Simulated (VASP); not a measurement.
# V (R-3m) in VASP: further runs, part 2 of 2

VASP 6.6.1. The steps go on from the part before.

**3. Single point, PBE**

INCAR

```
PREC     = Accurate       # precision mode
ENCUT    = 520            # plane-wave cutoff, eV
EDIFF    = 1E-7           # SCF threshold, eV
ISMEAR   = 0              # smearing method
SIGMA    = 0.1            # smearing width, eV
LREAL    = F              # projectors in reciprocal space
LASPH    = T              # aspherical terms in the spheres
NELM     = 100            # most SCF steps
ALGO     = Normal         # electronic algorithm
ISIF     = 2              # what is computed and relaxed
LWAVE    = F              # write WAVECAR
LCHARG   = F              # write CHGCAR
GGA      = PE             # functional
NBANDS   = 20             # bands
```

KPOINTS

```
regular mesh
0
Gamma
  6 6 6
```

POSCAR

```
V
1.0
    1.3794420357      0.7964212306      4.2393545036
   -1.3794420357      0.7964212306      4.2393545036
    0.0000000000     -1.5928424613      4.2393545036
V
2
Direct
    0.0872612563      0.0872612563      0.0872612563
    0.9127387437      0.9127387437      0.9127387437
```

Potentials or basis: VASP PAW PBE potentials, release 64 (V_sv).

The run is started by

```sh
$ cat potpaw_PBE.64/V_sv/POTCAR > POTCAR
$ mpirun -np 1 vasp_std > vasp.out
```

OUTCAR:

```text
PREC = Accurate
   ENCUT = 520
   EDIFF = 1E-7
   ISMEAR = 0
   LREAL = F
   LASPH = T
   NELM = 100
   ISIF = 2
   GGA = PE

 ion  position               nearest neighbor table
   1  0.087  0.087  0.087-   2 2.22   2 2.57   2 2.57   2 2.57
   2  0.913  0.913  0.913-   1 2.22   1 2.57   1 2.57   1 2.57

  LATTYP: Found a trigonal (rhomboedric) cell.
 ALAT       =     4.5287165636
 COS(alpha) =     0.8144390332

  Lattice vectors:

 A1 = (   1.3794420357,   0.7964212306,   4.2393545036)
[... 738 lines left out ...]

------------------------ aborting loop because EDIFF is reached ----------------------------------------

  FORCE on cell =-STRESS in cart. coord.  units (eV):
  Direction    XX          YY          ZZ          XY          YZ          ZX
  --------------------------------------------------------------------------------------
  -------------------------------------------------------------------------------------
  Total        0.0405007      0.0405007      0.1688210      0.0000000     -0.0000000      0.0000000
  in kB        2.3220742      2.3220742      9.6792046      0.0000000     -0.0000000      0.0000000
  external PRESSURE =       4.7744510 kB  Pullay stress =       0.0000000 kB

 VOLUME and BASIS-vectors are now :
 -----------------------------------------------------------------------------
  energy-cutoff  :      520.00
  volume of cell :       27.94
      direct lattice vectors                 reciprocal lattice vectors
     1.379442036  0.796421231  4.239354504     0.362465393  0.209269492  0.078628323
    -1.379442036  0.796421231  4.239354504    -0.362465393  0.209269492  0.078628323
     0.000000000 -1.592842461  4.239354504     0.000000000 -0.418538985  0.078628323

 POSITION                                       TOTAL-FORCE (eV/Angst)
 -----------------------------------------------------------------------------------
      0.00000     -0.00000      1.10979         0.000000     -0.000000      0.068561
      0.00000     -0.00000     11.60827         0.000000      0.000000     -0.068561
 -----------------------------------------------------------------------------------
    total drift:                               -0.000000     -0.000000      0.000000

  FREE ENERGIE OF THE ION-ELECTRON SYSTEM (eV)
  ---------------------------------------------------
  free  energy   TOTEN  =       -17.1673890977 eV

  energy  without entropy=      -17.1601863207  energy(sigma->0) =      -17.16378771
```

OSZICAR:

```text
N       E                     dE             d eps       ncg     rms          rms(c)
DAV:   1     0.325189206159E+03    0.32519E+03   -0.16705E+04  1280   0.153E+03
DAV:   2    -0.104763561943E+02   -0.33567E+03   -0.33006E+03  1324   0.491E+02
DAV:   3    -0.193873141732E+02   -0.89110E+01   -0.87578E+01  1368   0.962E+01
DAV:   4    -0.194812927808E+02   -0.93979E-01   -0.93865E-01  1312   0.999E+00
DAV:   5    -0.194824399220E+02   -0.11471E-02   -0.11471E-02  1360   0.111E+00    0.248E+01
DAV:   6    -0.172276972220E+02    0.22547E+01   -0.10215E+01  1304   0.314E+01    0.319E+00
DAV:   7    -0.171839162654E+02    0.43781E-01   -0.12445E-01  1372   0.333E+00    0.150E+00
DAV:   8    -0.171674952040E+02    0.16421E-01   -0.17825E-02  1480   0.145E+00    0.205E-01
DAV:   9    -0.171673767195E+02    0.11848E-03   -0.85808E-04  1424   0.312E-01    0.559E-02
DAV:  10    -0.171673921784E+02   -0.15459E-04   -0.90319E-05  1556   0.992E-02    0.125E-02
DAV:  11    -0.171673911151E+02    0.10633E-05   -0.45323E-06  1312   0.210E-02    0.370E-03
DAV:  12    -0.171673891682E+02    0.19469E-05   -0.39340E-07  1084   0.747E-03    0.746E-04
DAV:  13    -0.171673890977E+02    0.70486E-07   -0.17695E-08   652   0.188E-03
   1 F= -.17167389E+02 E0= -.17163788E+02  d E =-.720278E-02
```

stdout:

```text
POSCAR found type information on POSCAR V
 POSCAR found :  1 types and       2 ions
 scaLAPACK will be used
 LDA part: xc-table for (Slater+PW92), standard interpolation
 POSCAR, INCAR and KPOINTS ok, starting setup
 FFT: planning ... GRIDC
 FFT: planning ... GRID_SOFT
 FFT: planning ... GRID
 WAVECAR not read
 entering main loop
```

Wall time 17 s (1 thread of Intel Xeon 6975P-C (Granite Rapids), shared host); peak memory 0.19 GiB.

Results:

| Quantity | Value |
| --- | --- |
| Free energy | -17.1674 eV |
| Pressure | 0.5 GPa |
| Largest force | 0.069 eV/Å |
| Band gap on the k mesh | zero (bands 13 and 14 overlap by 0.10 eV) |

Forces on the atoms (eV/Å):
```
V    0.000  0.000  0.069
V    0.000  0.000 -0.069
```

Caveat: the k points lie up to 0.45 Å⁻¹ apart.

**4. Relaxation of cell and atoms, PBE**

This run uses another cell than the first one, of 16.12 Å³/atom.

INCAR

```
SYSTEM = V
PREC = Accurate
ENCUT = 600
EDIFF = 1E-6
ISMEAR = 0
SIGMA = 0.1
LREAL = .FALSE.
LASPH = .TRUE.
NELM = 100
ALGO = Normal
ISIF = 3
LWAVE = .FALSE.
LCHARG = .FALSE.
GGA = PE
IBRION = 2
NSW = 90
EDIFFG = -0.04
```

KPOINTS

```
Automatic mesh
0
G
  6 6 6
  0 0 0
```

POSCAR

```
V
1.0
    1.5721831129      0.9077003434      3.7646927216
   -1.5721831129      0.9077003434      3.7646927216
    0.0000000000     -1.8154006869      3.7646927216
V
2
Direct
    0.0577000000      0.0577000000      0.0577000000
    0.9423000000      0.9423000000      0.9423000000
```

The run is started by

```sh
$ cat potpaw_PBE.64/V_sv/POTCAR > POTCAR
$ mpirun -np 1 vasp_std > vasp.out
```

Run time: 8.3 min. Hardware: 1 thread of Intel Xeon 6975P-C (Granite Rapids), shared host; peak memory 0.22 GiB.

Results (log left out):

```
Free energy                           : -17.1712 eV
Relaxed volume                        : 14.03 Å³/atom
Relaxed cell                          : a = 4.535 Å, b = 4.535 Å, c = 4.535 Å, α = 35.46°, β = 35.46°, γ = 35.46°
Space group after relaxing (to 0.1 Å) : R-3m (No. 166)
Pressure after relaxing               : -0.2 GPa
Largest force after relaxing          : 0.008 eV/Å
Band gap on the k mesh                : zero (bands 13 and 14 overlap by 0.10 eV)
```

Forces in eV/Å, atoms in the order of the input:
```
V    0.000  0.000 -0.008
V    0.000  0.000  0.008
```

Stress tensor (GPa, compression positive):
```
-0.34  0.00  0.00
 0.00 -0.34  0.00
 0.00  0.00  0.20
```

Final structure:
```
V
1.0
     1.38116    0.79741    4.24505
    -1.38116    0.79741    4.24505
     0.00000   -1.59482    4.24505
V
2
Direct
  0.41255 0.41255 0.41255
  0.58745 0.58745 0.58745
```

Levels at points of the mesh, in eV from the Fermi level:
| k point | band 9 | band 10 | band 11 | band 12 | band 13 | band 14 | band 15 | band 16 | band 17 |
| --- | --- | --- | --- | --- | --- | --- | --- | --- | --- |
| (0.00, 0.00, 0.00) | -6.85 | -2.57 | -1.03 | 0.04 | 0.04 | 0.15 | 0.15 | 1.42 | 2.21 |
| (0.50, 0.00, 0.00) | -3.46 | -3.33 | -2.08 | -0.76 | -0.26 | 1.00 | 1.10 | 2.01 | 2.63 |
| (0.50, 0.50, 0.00) | -3.28 | -2.75 | -2.24 | -1.53 | -0.63 | 0.56 | 1.39 | 2.78 | 2.83 |
| (0.50, 0.50, 0.50) | -4.88 | -4.68 | -1.69 | -0.20 | -0.20 | -0.05 | -0.05 | 1.24 | 1.24 |

Caveat: the k points lie up to 0.45 Å⁻¹ apart in the final cell.

**5. Overview**

```csv
task,cell,k mesh,cutoff (eV),gap on the mesh (eV),pressure (GPa),largest force (eV/Å)
single point,"a = 4.482 Å, angles 36.1°, 2 atoms, atomic positions A",24 × 24 × 24,520,none,0.5,0.09
single point,"a = 4.529 Å, angles 35.5°, 2 atoms, atomic positions A",6 × 6 × 6,520,none,0.5,0.07
relaxation of cell and atoms,"relaxed from a = 4.180 Å, angles 44.2°, 2 atoms, atomic positions B",6 × 6 × 6,600,none,-0.2,0.01
```

Alike in all rows: level PBE; potentials or basis VASP PAW PBE potentials, release 64 (V_sv); no spin polarisation; smearing gaussian 0.1 eV.

Caveats: some runs use coarse meshes.

Total energies depend on the potentials used, so only differences within one code and one set of settings carry meaning.
